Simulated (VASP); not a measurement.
# WSe2 in VASP: further runs, part 2 of 2

VASP 6.6.1. The steps go on from the part before.

**4. Single point, PBE+D3(BJ)**

INCAR

```
SYSTEM = WSe2
PREC     = Accurate       ! precision mode
ENCUT    = 520            ! plane-wave cutoff, eV
EDIFF    = 1E-7           ! SCF threshold, eV
ISMEAR   = 0              ! smearing method
SIGMA    = 0.02           ! smearing width, eV
LREAL    = .False.        ! projectors in reciprocal space
LASPH    = .True.         ! aspherical terms in the spheres
NELM     = 80             ! most SCF steps
ALGO     = Normal         ! electronic algorithm
ISIF     = 2              ! what is computed and relaxed
LWAVE    = .False.        ! write WAVECAR
LCHARG   = .False.        ! write CHGCAR
LDIPOL   = .True.       
IDIPOL   = 3            
DIPOL    = 0.5 0.5 0.500
GGA      = PE             ! functional
IVDW     = 12             ! dispersion correction
NBANDS   = 20             ! bands
```

KPOINTS

```
Automatic mesh
0
Gamma
  9 9 1
  0 0 0
```

POSCAR

```
WSe2
1.0
    3.1540000000      0.0000000000      0.0000000000
   -1.5770000000      2.7314441236      0.0000000000
    0.0000000000      0.0000000000     32.7373831004
Se W
2 1
Direct
    0.3333333333      0.6666666667      0.4467581146
    0.3333333333      0.6666666667      0.5532418854
    0.6666666667      0.3333333333      0.5000000000
```

Potentials or basis: VASP PAW PBE potentials, release 64 (Se, W_sv).

Started as:

```sh
> cat potpaw_PBE.64/Se/POTCAR potpaw_PBE.64/W_sv/POTCAR > POTCAR
> mpirun -np 1 vasp_std > vasp.out
```

OUTCAR:

```text
SYSTEM = WSe2
   PREC = Accurate
   ENCUT = 520
   EDIFF = 1E-7
   ISMEAR = 0
   LREAL = .False.
   LASPH = .True.
   NELM = 80
   ISIF = 2
   GGA = PE
   IVDW = 12
 IVDW          = 12

 ion  position               nearest neighbor table
   1  0.333  0.667  0.447-   3 2.52   3 2.52   3 2.52
   2  0.333  0.667  0.553-   3 2.52   3 2.52   3 2.52
   3  0.667  0.333  0.500-   1 2.52   2 2.52   1 2.52   2 2.52   1 2.52   2 2.52

  LATTYP: Found a hexagonal cell.
 ALAT       =     3.1540000000
 C/A-ratio  =    10.3796395372

  Lattice vectors:

 A1 = (   3.1540000000,   0.0000000000,   0.0000000000)
 A2 = (  -1.5770000000,   2.7314441236,   0.0000000000)
 A3 = (   0.0000000000,   0.0000000000,  32.7373831004)

Analysis of symmetry for initial positions (statically):
=====================================================================
 Subroutine PRICEL returns:
 Original cell was already a primitive cell.

 Routine SETGRP: Setting up the symmetry group for a
 hexagonal supercell.

 Subroutine GETGRP returns: Found 12 space group operations
 (whereof 12 operations were pure point group operations)
 out of a pool of 24 trial point group operations.

The static configuration has the point symmetry D_3h.

Analysis of symmetry for dynamics (positions and initial velocities):
=====================================================================
 Subroutine PRICEL returns:
 Original cell was already a primitive cell.

 Routine SETGRP: Setting up the symmetry group for a
 hexagonal supercell.

 Subroutine GETGRP returns: Found 12 space group operations
 (whereof 12 operations were pure point group operations)
 out of a pool of 24 trial point group operations.

The dynamic configuration has the point symmetry D_3h.

 Subroutine INISYM returns: Found 12 space group operations
 (whereof 12 operations are pure point group operations),
 and found     1 'primitive' translations

----------------------------------------------------------------------------------------

                                     Primitive cell

  volume of cell :     282.0317

  direct lattice vectors                    reciprocal lattice vectors
     3.154000000  0.000000000  0.000000000     0.317057705  0.183053351  0.000000000
    -1.577000000  2.731444124  0.000000000     0.000000000  0.366106702  0.000000000
     0.000000000  0.000000000 32.737383100     0.000000000  0.000000000  0.030546119

  length of vectors
     3.154000000  3.154000000 32.737383100     0.366106702  0.366106702  0.030546119

  position of ions in fractional coordinates (direct lattice)
     0.333333333  0.666666667  0.446758115
     0.333333333  0.666666667  0.553241885
     0.666666667  0.333333333  0.500000000

  ion indices of the primitive-cell ions
   primitive index   ion index
                 1           1
                 2           2
                 3           3

----------------------------------------------------------------------------------------

 KPOINTS: Automatic mesh

Automatic generation of k-mesh.
 Grid dimensions read from file:
 generate k-points for:    9    9    1

 Generating k-lattice:
[... 24 lines left out ...]
  0.111111  0.111111  0.000000      6.000000
  0.222222  0.111111  0.000000     12.000000
  0.333333  0.111111  0.000000     12.000000
  0.444444  0.111111  0.000000      6.000000
  0.222222  0.222222  0.000000      6.000000
  0.333333  0.222222  0.000000     12.000000
  0.333333  0.333333  0.000000      2.000000
   k-points           NKPTS =     12   k-points in BZ     NKDIM =     12   number of bands    NBANDS=     20
   number of dos      NEDOS =    301   number of ions     NIONS =      3
   total plane-waves  NPLWV = 144000
   dimension x,y,z NGX =    24 NGY =   24 NGZ =  250
   dimension x,y,z NGXF=    48 NGYF=   48 NGZF=  500
   ions per type =               2   1
   NGX,Y,Z   is equivalent  to a cutoff of  12.65, 12.65, 12.70 a.u.
   NGXF,Y,Z  is equivalent  to a cutoff of  25.30, 25.30, 25.39 a.u.
 SYSTEM =  WSe2
   PREC   = accura    normal or accurate (medium, high low for compatibility)
   ISTART =      0    job   : 0-new  1-cont  2-samecut
   ICHARG =      2    charge: 1-file 2-atom 10-const
   ISPIN  =      1    spin polarized calculation?
   LNONCOLLINEAR =      F non collinear calculations
   LSORBIT =      F    spin-orbit coupling
   LASPH  =      T    aspherical Exc in radial PAW
   ENCUT  =  520.0 eV  38.22 Ry    6.18 a.u.   5.86  5.86 60.87*2*pi/ulx,y,z
   NELM   =     80;   NELMIN=  2; NELMDL= -5     # of ELM steps
   EDIFF  = 0.1E-06   stopping-criterion for ELM
   LREAL  =      F    real-space projection
   EDIFFG = 0.1E-05   stopping-criterion for IOM
   NSW    =      0    number of steps for IOM
   IBRION =     -1    ionic relax: 0-MD 1-quasi-New 2-CG
   NFREE  =      0    steps in history (QN), initial steepest desc. (CG)
   ISIF   =      2    stress and relaxation
   ISYM   =      2    0-nonsym 1-usesym 2-fastsym
   POTIM  = 0.5000    time-step for ionic-motion
   TEBEG  =    0.0;   TEEND  =   0.0 temperature during run
   PSTRESS=    0.0 pullay stress
   NELECT =      26.0000    total number of electrons
   NUPDOWN=      -1.0000    fix difference up-down
   EMIN   =  10.00;   EMAX   =-10.00  energy-range for DOS
   EFERMI =   0.00;   METHOD = LEGACY
   ISMEAR =     0;   SIGMA  =   0.02  broadening in eV -4-tet -1-fermi 0-gaus
   EFERMI_NEDOS =   21; number of points for ismear=-14 and -15
   IALGO  =     38    algorithm
   IMIX   =      4    mixing-type and parameters
     AMIX     =   0.40;   BMIX     =  1.00
     AMIX_MAG =   1.60;   BMIX_MAG =  1.00
  volume/ion in A,a.u.               =      94.01       634.41
  Fermi-wavevector in a.u.,A,eV,Ry     =   0.739548  1.397544  7.441460  0.546932
  Thomas-Fermi vector in A             =   1.833738
   LORBIT       =      0    0 simple, 1 ext, 2 COOP (PROOUT), +10 PAW based schemes
   GGA     = PE    functional components
   LHFCALC =     F    Hartree Fock is set to
   AEXX    =    0.0000 exact exchange contribution
   IVDW    =    12    specifies the selected vdW correction
   LEPSILON=     F    determine dielectric tensor
   LRPA    =     F    only Hartree local field effects (RPA)
 non-spin polarized calculation
 Gauss-broadening in eV      SIGMA  =   0.02
  energy-cutoff  :      520.00
  volume of cell :      282.03
 maximum number of plane-waves:      7630
 NGX is ok and might be reduce to    24
   NGX = 11   NGY = 11   NGZ =121

 dipolmoment           0.000000      0.000000      0.000000 electrons x Angstroem

 number of electron      25.9999998 magnetization

 dipolmoment           0.000000      0.000000     -0.000000 electrons x Angstroem

 Free energy of the ion-electron system (eV)
  ---------------------------------------------------
  ext. energy  EPLUGINS =         0.00000000
  ---------------------------------------------------
  free energy    TOTEN  =       -21.37982879 eV

  energy without entropy =      -21.37982879  energy(sigma->0) =      -21.37982879

 E-fermi :  -2.4329     XC(G=0):  -2.5886

 val. band max:       -2.5721300716   @ k =   0.3333   0.3333   0.0000
 cond. band min:      -1.0748760861   @ k =   0.2222   0.1111   0.0000
 fundamental gap:      1.4972539855
 Fermi energy:        -2.4328517905

 k-point     1 :       0.0000    0.0000    0.0000
  band No.  band energies     occupation
      1     -76.4473      2.00000
      2     -40.7881      2.00000
      3     -40.5036      2.00000
      4     -40.5036      2.00000
      5     -17.7557      2.00000
      6     -16.5876      2.00000
[... 265 lines left out ...]
     19       4.3700      0.00000
     20       6.0737      0.00000

------------------------ aborting loop because EDIFF is reached ----------------------------------------

 vacuum level on the upper side and lower side of the slab       (xc-potential included)        -0.008        -0.008

 Edisp (eV)   -1.08648

 E8    (eV) :    -0.5158

  FORCE on cell =-STRESS in cart. coord.  units (eV):
  Direction    XX          YY          ZZ          XY          YZ          ZX
  --------------------------------------------------------------------------------------
  -------------------------------------------------------------------------------------
  Total       3.77894     3.77894    -0.25603     0.00000     0.00000     0.00000
  in kB      21.46757    21.46757    -1.45445     0.00000     0.00000     0.00000
  external pressure =       13.83 kB  Pullay stress =        0.00 kB

 VOLUME and BASIS-vectors are now :
 -----------------------------------------------------------------------------
  energy-cutoff  :      520.00
  volume of cell :      282.03
      direct lattice vectors                 reciprocal lattice vectors
     3.154000000  0.000000000  0.000000000     0.317057705  0.183053351  0.000000000
    -1.577000000  2.731444124  0.000000000     0.000000000  0.366106702  0.000000000
     0.000000000  0.000000000 32.737383100     0.000000000  0.000000000  0.030546119

 POSITION                                       TOTAL-FORCE (eV/Angst)
 -----------------------------------------------------------------------------------
     -0.00000      1.82096     14.62569        -0.000000      0.000000      0.069877
     -0.00000      1.82096     18.11169        -0.000000      0.000000     -0.069877
      1.57700      0.91048     16.36869         0.000000     -0.000000      0.000000
 -----------------------------------------------------------------------------------
    total drift:                               -0.000000      0.000000      0.000000

  FREE ENERGIE OF THE ION-ELECTRON SYSTEM (eV)
  ---------------------------------------------------
  free  energy   TOTEN  =       -22.4663101968 eV

  energy  without entropy=      -22.4663101968  energy(sigma->0) =      -22.46631020

 vacuum level on the upper side and lower side of the slab         2.337         2.337
```

Wall time 52 s (1 thread of Intel Xeon 6975P-C (Granite Rapids), shared host); peak memory 0.41 GiB.

What came out:

* Free energy: -22.4663 eV
* Largest force: 0.070 eV/Å
* Band gap on the k mesh: 1.50 eV, indirect (least direct gap 2.20 eV)
* Dispersion energy per atom: -0.362 eV

Forces on the atoms (eV/Å):
```
Se   0.000  0.000  0.070
Se   0.000  0.000 -0.070
W    0.000  0.000  0.000
```

Caveat: spin-orbit coupling is left out, which moves the levels of the heavy elements.
